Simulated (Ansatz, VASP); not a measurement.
# Two plane-wave programs on SnSe2

```xyz
3
Lattice="3.9840 0.0000 0.0000 -1.9920 3.4502 0.0000 0.0000 0.0000 6.9835" Properties=species:S:1:pos:R:3 pbc="T T T"
Sn    0.0000    0.0000    0.0000
Se    0.0000    2.3002    1.8516
Se    1.9920    1.1501    5.1319
```

Alike in both runs: task single point; functional PBE; dispersion D3(BJ); k mesh 12 × 12 × 6; occupations gaussian, width 0.03 eV; no spin polarisation.

|  | VASP | Ansatz |
| --- | --- | --- |
| version | VASP 6.6.1 | Ansatz 0.2.0 |
| potentials or method | VASP PAW PBE potentials, release 64 (Sn_d, Se), cutoff 500 eV | scalar-relativistic, plane waves, PAW |
| valence electrons in the cell | 26 | 46 |

|  | VASP | Ansatz | Ansatz less VASP |
| --- | --- | --- | --- |
| gap on the k mesh at the Fermi level (eV) | none | none | - |
| pressure (GPa) | -8.5 | -8.5 | -0.01 |
| traceless stress, the component that is largest in VASP (GPa) | -4.01 | -4.03 | -0.012 |
| rms of the force components (eV/Å) | 0.806 | 0.809 | +0.0026 |

Atom by atom the forces differ by 0.003 eV/Å (rms over components). A gap of «none» marks a metal or a gap that the smearing closes. VASP's potentials hold 26 valence electrons a cell and Ansatz's 46, so a difference there can come from the potentials and not from the codes.
